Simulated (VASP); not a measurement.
# RbBr (P4mm) in VASP: further runs

RbBr is run at these levels: PBE; tasks: single point.

Everything below comes from runs of VASP 6.6.1. Logs are shortened: lines on timing, memory, paths and dates and some standing lists are left out, and cuts for length are marked.

## (1) The cell of the first run

It takes space group P4mm (No. 99, tetragonal). The conventional cell has a = 4.126 Å, b = 4.126 Å, c = 4.126 Å, α = 90.00°, β = 90.00°, γ = 90.00°. Within 4.6 Å of Rb (site symmetry 4mm) lie 8 Br at 3.53 to 3.62 Å and 6 Rb at 4.13 Å. Br (site symmetry 4mm) has 8 Rb at 3.53 to 3.62 Å and 6 Br at 4.13 Å within 4.6 Å.

## (2) Single point, PBE (all Rb atoms moved +0.075 Å, as atom 1 along Cartesian [0 1 0])

File INCAR:

```
PREC = Accurate
ENCUT = 520
EDIFF = 1E-6
ISMEAR = 0
SIGMA = 0.05
LREAL = F
LASPH = T
NELM = 80
ALGO = Normal
ISIF = 2
LWAVE = F
LCHARG = T
GGA = PE
LELF = T
LVHAR = T
NBANDS = 15
```

File KPOINTS:

```
Automatic mesh
0
Gamma
  6 6 6
```

File POSCAR:

```
RbBr
1.0
    4.1260773000      0.0000000000      0.0000000000
    0.0000000000      4.1260773000      0.0000000000
    0.0000000000      0.0000000000      4.1260773000
Rb Br
1 1
Direct
    0.0000000000      0.0181770710      0.0000000000
    0.5000000000      0.5000000000      0.5000000000
```

Potentials or basis: VASP PAW PBE potentials, release 64 (Rb_sv, Br).

On the command line:

```console
> cat potpaw_PBE.64/Rb_sv/POTCAR potpaw_PBE.64/Br/POTCAR > POTCAR
> mpirun -np 1 vasp_std > vasp.out
```

OUTCAR:

```text
PREC = Accurate
   ENCUT = 520
   EDIFF = 1E-6
   ISMEAR = 0
   LREAL = F
   LASPH = T
   NELM = 80
   ISIF = 2
   GGA = PE

 ion  position               nearest neighbor table
   1  0.000  0.018  0.000-   2 3.53   2 3.53   2 3.53   2 3.53   2 3.62   2 3.62   2 3.62   2 3.62

   2  0.500  0.500  0.500-   1 3.53   1 3.53   1 3.53   1 3.53   1 3.62   1 3.62   1 3.62   1 3.62

  LATTYP: Found a simple cubic cell.
 ALAT       =     4.1260773000

  Lattice vectors:

 A1 = (   4.1260773000,   0.0000000000,   0.0000000000)
 A2 = (   0.0000000000,   4.1260773000,   0.0000000000)
 A3 = (   0.0000000000,   0.0000000000,   4.1260773000)

Analysis of symmetry for initial positions (statically):
=====================================================================
 Subroutine PRICEL returns:
 Original cell was already a primitive cell.

 Routine SETGRP: Setting up the symmetry group for a
 simple cubic supercell.

 Subroutine GETGRP returns: Found  8 space group operations
 (whereof  8 operations were pure point group operations)
 out of a pool of 48 trial point group operations.

The static configuration has the point symmetry C_4v.

Analysis of symmetry for dynamics (positions and initial velocities):
=====================================================================
 Subroutine PRICEL returns:
 Original cell was already a primitive cell.

 Routine SETGRP: Setting up the symmetry group for a
 simple cubic supercell.

 Subroutine GETGRP returns: Found  8 space group operations
 (whereof  8 operations were pure point group operations)
 out of a pool of 48 trial point group operations.

The dynamic configuration has the point symmetry C_4v.

 Subroutine INISYM returns: Found  8 space group operations
 (whereof  8 operations are pure point group operations),
 and found     1 'primitive' translations

----------------------------------------------------------------------------------------

                                     Primitive cell

  volume of cell :      70.2445

  direct lattice vectors                    reciprocal lattice vectors
     4.126077300  0.000000000  0.000000000     0.242360947  0.000000000  0.000000000
     0.000000000  4.126077300  0.000000000     0.000000000  0.242360947  0.000000000
     0.000000000  0.000000000  4.126077300     0.000000000  0.000000000  0.242360947

  length of vectors
     4.126077300  4.126077300  4.126077300     0.242360947  0.242360947  0.242360947

  position of ions in fractional coordinates (direct lattice)
     0.000000000  0.018177071  0.000000000
     0.500000000  0.500000000  0.500000000
[... 83 lines left out ...]
   ISIF   =      2    stress and relaxation
   ISYM   =      2    0-nonsym 1-usesym 2-fastsym
   POTIM  = 0.5000    time-step for ionic-motion
   TEBEG  =    0.0;   TEEND  =   0.0 temperature during run
   PSTRESS=    0.0 pullay stress
   NELECT =      16.0000    total number of electrons
   NUPDOWN=      -1.0000    fix difference up-down
   EMIN   =  10.00;   EMAX   =-10.00  energy-range for DOS
   EFERMI =   0.00;   METHOD = LEGACY
   ISMEAR =     0;   SIGMA  =   0.05  broadening in eV -4-tet -1-fermi 0-gaus
   EFERMI_NEDOS =   21; number of points for ismear=-14 and -15
   IALGO  =     38    algorithm
   IMIX   =      4    mixing-type and parameters
     AMIX     =   0.40;   BMIX     =  1.00
     AMIX_MAG =   1.60;   BMIX_MAG =  1.00
  volume/ion in A,a.u.               =      35.12       237.02
  Fermi-wavevector in a.u.,A,eV,Ry     =   0.999795  1.889338 13.600238  0.999589
  Thomas-Fermi vector in A             =   2.132108
   LORBIT       =      0    0 simple, 1 ext, 2 COOP (PROOUT), +10 PAW based schemes
   GGA     = PE    functional components
   LHFCALC =     F    Hartree Fock is set to
   AEXX    =    0.0000 exact exchange contribution
   IVDW    =     0    specifies the selected vdW correction
   LEPSILON=     F    determine dielectric tensor
   LRPA    =     F    only Hartree local field effects (RPA)
 non-spin polarized calculation
 Gauss-broadening in eV      SIGMA  =   0.05
  energy-cutoff  :      520.00
  volume of cell :       70.24
 maximum number of plane-waves:      1924
 NGX is ok and might be reduce to    32
   NGX = 15   NGY = 15   NGZ = 15

 number of electron      16.0000002 magnetization

 Free energy of the ion-electron system (eV)
  ---------------------------------------------------
  ext. energy  EPLUGINS =         0.00000000
  ---------------------------------------------------
  free energy    TOTEN  =        -5.99343484 eV

  energy without entropy =       -5.99343484  energy(sigma->0) =       -5.99343484

 E-fermi :  -0.4019     XC(G=0):  -7.9282

 val. band max:       -0.6664636921   @ k =   0.5000   0.0000   0.5000
 cond. band min:       3.4158336380   @ k =   0.0000   0.0000   0.0000
 fundamental gap:      4.0822973301
 Fermi energy:        -0.4019371992

 k-point     1 :       0.0000    0.0000    0.0000
  band No.  band energies     occupation
      1     -25.7661      2.00000
      2     -13.2845      2.00000
      3      -9.7498      2.00000
      4      -9.7498      2.00000
      5      -9.7494      2.00000
      6      -0.8218      2.00000
      7      -0.8199      2.00000
      8      -0.8199      2.00000
      9       3.4158      0.00000
     10       4.9129      0.00000
     11       4.9267      0.00000
     12       9.2609      0.00000
     13       9.2707      0.00000
     14       9.2707      0.00000
[... 401 lines left out ...]
      2     -13.2151      2.00000
      3      -9.9093      2.00000
      4      -9.7865      2.00000
      5      -9.7689      2.00000
      6      -1.8651      2.00000
      7      -1.1885      2.00000
      8      -1.0952      2.00000
      9       5.8168      0.00000
     10       6.2832      0.00000
     11       6.8684      0.00000
     12       8.0682      0.00000
     13       8.1628      0.00000
     14       8.4405      0.00000
     15      10.8679      0.00000

 [... further k-points ...]
[... 5 lines left out ...]
  --------------------------------------------------------------------------------------
  -------------------------------------------------------------------------------------
  Total        0.3770512      0.3714324      0.3770512     -0.0000000      0.0000000      0.0000000
  in kB        8.6000085      8.4718509      8.6000085     -0.0000000      0.0000000      0.0000000
  external PRESSURE =       8.5572893 kB  Pullay stress =       0.0000000 kB

 VOLUME and BASIS-vectors are now :
 -----------------------------------------------------------------------------
  energy-cutoff  :      520.00
  volume of cell :       70.24
      direct lattice vectors                 reciprocal lattice vectors
     4.126077300  0.000000000  0.000000000     0.242360947  0.000000000  0.000000000
     0.000000000  4.126077300  0.000000000     0.000000000  0.242360947  0.000000000
     0.000000000  0.000000000  4.126077300     0.000000000  0.000000000  0.242360947

 POSITION                                       TOTAL-FORCE (eV/Angst)
 -----------------------------------------------------------------------------------
      0.00000      0.07500      0.00000         0.000000     -0.061783     -0.000000
      2.06304      2.06304      2.06304        -0.000000      0.061783      0.000000
 -----------------------------------------------------------------------------------
    total drift:                                0.000000      0.000092      0.000000

  FREE ENERGIE OF THE ION-ELECTRON SYSTEM (eV)
  ---------------------------------------------------
  free  energy   TOTEN  =        -5.9934348377 eV

  energy  without entropy=       -5.9934348377  energy(sigma->0) =       -5.99343484
```

OSZICAR:

```text
N       E                     dE             d eps       ncg     rms          rms(c)
DAV:   1     0.783580137121E+02    0.78358E+02   -0.67548E+03  1200   0.925E+02
DAV:   2    -0.977484556583E+00   -0.79335E+02   -0.74123E+02  1655   0.169E+02
DAV:   3    -0.607935033617E+01   -0.51019E+01   -0.50837E+01  1624   0.425E+01
DAV:   4    -0.622696923396E+01   -0.14762E+00   -0.14760E+00  1725   0.656E+00
DAV:   5    -0.622815558014E+01   -0.11863E-02   -0.11863E-02  1702   0.558E-01    0.262E+00
DAV:   6    -0.602383840076E+01    0.20432E+00   -0.17978E-01  1501   0.230E+00    0.176E+00
DAV:   7    -0.599037669870E+01    0.33462E-01   -0.10375E-01  1536   0.182E+00    0.905E-01
DAV:   8    -0.599344536533E+01   -0.30687E-02   -0.13430E-02  1448   0.697E-01    0.143E-01
DAV:   9    -0.599330169719E+01    0.14367E-03   -0.55240E-04  1627   0.130E-01    0.621E-02
DAV:  10    -0.599343429497E+01   -0.13260E-03   -0.24824E-04  1299   0.103E-01    0.122E-02
DAV:  11    -0.599343483768E+01   -0.54271E-06   -0.87232E-06  1686   0.193E-02
   1 F= -.59934348E+01 E0= -.59934348E+01  d E =-.212523E-15
```

stdout:

```text
POSCAR found type information on POSCAR RbBr
 POSCAR found :  2 types and       2 ions
 scaLAPACK will be used
 LDA part: xc-table for (Slater+PW92), standard interpolation
 POSCAR, INCAR and KPOINTS ok, starting setup
 FFT: planning ... GRIDC
 FFT: planning ... GRID_SOFT
 FFT: planning ... GRID
 WAVECAR not read
 entering main loop
```

Run time: 22 s. Hardware: 1 thread of Intel Xeon Platinum 8488C (Sapphire Rapids), shared host; peak memory 0.2 GiB.

Results:

* Free energy: -5.9934 eV
* Pressure: 0.9 GPa
* Largest force: 0.062 eV/Å
* Band gap on the k mesh: 4.08 eV, indirect (least direct gap 4.24 eV)

Forces in eV/Å, atoms in the order of the input:
```
Rb   0.000 -0.062  0.000
Br   0.000  0.062  0.000
```

Levels at points of the mesh, in eV from the valence-band top:
```tsv
k point	band 5	band 6	band 7	band 8	band 9	band 10	band 11	band 12
(0.00, 0.00, 0.00)	-9.08	-0.16	-0.15	-0.15	4.08	5.58	5.59	9.93
(0.50, 0.00, 0.00)	-9.04	-1.72	-0.23	-0.22	6.88	7.09	7.64	8.68
(0.00, 0.50, 0.00)	-9.04	-1.72	-0.23	-0.23	6.88	7.10	7.65	8.72
(0.50, 0.50, 0.00)	-9.00	-1.05	-1.05	0.00	5.31	6.22	7.97	7.97
(0.50, 0.00, 0.50)	-9.00	-1.05	-1.05	0.00	5.32	6.23	7.97	7.97
(0.50, 0.50, 0.50)	-9.31	-1.33	-1.33	-1.33	8.21	8.21	8.24	9.37
```

Caveat: the cell differs from its parent crystal (all Rb atoms moved +0.075 Å, as atom 1 along Cartesian [0 1 0]). A k mesh can miss the band edges.

## (3) Single point, PBE (all Rb atoms moved +0.113 Å, as atom 1 along Cartesian [0 1 0])

File INCAR:

```
SYSTEM = RbBr
ALGO = Normal
EDIFF = 1E-6
ENCUT = 520
GGA = PE
ISIF = 2
ISMEAR = 0
LASPH = .TRUE.
LCHARG = .FALSE.
LREAL = .FALSE.
LWAVE = .FALSE.
NBANDS = 15
NELM = 80
PREC = Accurate
SIGMA = 0.05
```

File KPOINTS:

```
k-points
0
G
  6 6 6
  0 0 0
```

Edit POSCAR of step 2 so:

```diff
@@ -8,3 +8,3 @@
 Direct
-    0.0000000000      0.0181770710      0.0000000000
+    0.0000000000      0.0272656065      0.0000000000
     0.5000000000      0.5000000000      0.5000000000
```

Potentials or basis: VASP PAW PBE potentials, release 64 (Rb_sv, Br).

On the command line:

```console
> cat potpaw_PBE.64/Rb_sv/POTCAR potpaw_PBE.64/Br/POTCAR > POTCAR
> mpirun -np 1 vasp_std > vasp.out
```

OUTCAR:

```text
SYSTEM = RbBr
   EDIFF = 1E-6
   ENCUT = 520
   GGA = PE
   ISIF = 2
   ISMEAR = 0
   LASPH = .TRUE.
   LREAL = .FALSE.
   NELM = 80
   PREC = Accurate

 ion  position               nearest neighbor table
   1  0.000  0.027  0.000-   2 3.51   2 3.51   2 3.51   2 3.51   2 3.64   2 3.64   2 3.64   2 3.64

   2  0.500  0.500  0.500-   1 3.51   1 3.51   1 3.51   1 3.51   1 3.64   1 3.64   1 3.64   1 3.64

  LATTYP: Found a simple cubic cell.
 ALAT       =     4.1260773000

  Lattice vectors:

 A1 = (   4.1260773000,   0.0000000000,   0.0000000000)
 A2 = (   0.0000000000,   4.1260773000,   0.0000000000)
[... 611 lines left out ...]
     12       8.0614      0.00000
     13       8.1800      0.00000
     14       8.4462      0.00000
     15      10.8564      0.00000

 [... further k-points ...]
[... 5 lines left out ...]
  --------------------------------------------------------------------------------------
  -------------------------------------------------------------------------------------
  Total        0.3948817      0.3821425      0.3948817      0.0000000      0.0000000      0.0000000
  in kB        9.0066958      8.7161321      9.0066958      0.0000000      0.0000000      0.0000000
  external PRESSURE =       8.9098412 kB  Pullay stress =       0.0000000 kB

 VOLUME and BASIS-vectors are now :
 -----------------------------------------------------------------------------
  energy-cutoff  :      520.00
  volume of cell :       70.24
      direct lattice vectors                 reciprocal lattice vectors
     4.126077300  0.000000000  0.000000000     0.242360947  0.000000000  0.000000000
     0.000000000  4.126077300  0.000000000     0.000000000  0.242360947  0.000000000
     0.000000000  0.000000000  4.126077300     0.000000000  0.000000000  0.242360947

 POSITION                                       TOTAL-FORCE (eV/Angst)
 -----------------------------------------------------------------------------------
      0.00000      0.11250      0.00000        -0.000000     -0.092874      0.000000
      2.06304      2.06304      2.06304         0.000000      0.092874     -0.000000
 -----------------------------------------------------------------------------------
    total drift:                                0.000000      0.000096     -0.000000

  FREE ENERGIE OF THE ION-ELECTRON SYSTEM (eV)
  ---------------------------------------------------
  free  energy   TOTEN  =        -5.9905353670 eV

  energy  without entropy=       -5.9905353670  energy(sigma->0) =       -5.99053537
```

stdout:

```text
POSCAR found type information on POSCAR RbBr
 POSCAR found :  2 types and       2 ions
 scaLAPACK will be used
 LDA part: xc-table for (Slater+PW92), standard interpolation
 POSCAR, INCAR and KPOINTS ok, starting setup
 FFT: planning ... GRIDC
 FFT: planning ... GRID_SOFT
 FFT: planning ... GRID
 WAVECAR not read
 entering main loop
```

It took 20 s on 1 thread of Intel Xeon Platinum 8488C (Sapphire Rapids), shared host; peak memory 0.19 GiB.

What came out:

- Free energy: -5.9905 eV
- Pressure: 0.9 GPa
- Largest force: 0.093 eV/Å
- Band gap on the k mesh: 4.08 eV, indirect (least direct gap 4.24 eV)

Forces on the atoms (eV/Å):
```
Rb   0.000 -0.093  0.000
Br   0.000  0.093  0.000
```

Caveat: the cell differs from its parent crystal (all Rb atoms moved +0.113 Å, as atom 1 along Cartesian [0 1 0]).

(Continued in part 2 of 2.)
